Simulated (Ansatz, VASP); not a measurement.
# Lu2PN: VASP beside Ansatz

```xyz
4
Lattice="3.6431 0.0000 0.0000 0.0000 3.6431 0.0000 0.0000 0.0000 5.1958" Properties=species:S:1:pos:R:3 pbc="T T T"
N     0.0000    0.0000    0.0000
Lu    0.0000    0.0000    2.5979
Lu    1.8216    1.8216    0.0000
P     1.8216    1.8216    2.5979
```

Alike in both runs: task single point; functional PBE; k mesh 6 × 6 × 4; occupations fermi-dirac, width 0.02 eV; no spin polarisation.

|  | VASP | Ansatz |
| --- | --- | --- |
| version | VASP 6.6.1 | Ansatz 0.2.0 |
| potentials or method | VASP PAW PBE potentials, release 64 (N, Lu, P) | plane waves |
| plane-wave cutoff (eV) | 520 | 420 |
| valence electrons in the cell | 60 | 60 |

Ansatz gave:

```
pressure (GPa) : 1.2
```

Task: What did VASP give for the same quantities?

Result: Pressure (GPa): 1.7.

Neither program's run includes spin-orbit coupling.
